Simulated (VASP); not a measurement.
Runs of VASP 6.6.1 on Pb. The structure is that of space group Fm-3m (No. 225), or close to it. The cells are those of the table. 

```tsv
level	cell	screening parameter	gap on the mesh (eV)	pressure (GPa)
HSE06	a = 3.546 Å, angles 60.0°, 1 atom	0.2079 1/Å	none	-1.4
HSE06	a = 3.453 Å, angles 60.0°, 1 atom	0.2079 1/Å	none	(b)
HSE06	a = 3.523 Å, angles 60.0°, 1 atom	0.2079 1/Å	none	-0.5
HSE06	a = 3.477 Å, angles 60.0°, 1 atom	0.2079 1/Å	none	1.5
PBEsol-based screened hybrid with 25 % exact exchange	a = 3.546 Å, angles 60.0°, 1 atom	0.207 1/Å	none	(a)
```

Alike in all rows: task single point; potentials or basis VASP PAW PBE potentials, release 64 (Pb_d); no spin polarisation; k mesh 5 × 5 × 5; cutoff (eV) 520; smearing fermi-dirac 0.05 eV.

Q: Estimate the missing entries.

A: (a) -3.1; (b) 2.7.

Caveats: all runs use coarse meshes; the PAW data sets were made with another functional, which shifts forces and pressure a little; spin-orbit coupling is left out, which moves the levels of the heavy elements.

A k mesh can miss the band edges, and the runs leave out spin-orbit coupling on Pb.

A gap of «none» marks levels without a gap at the run's occupations.
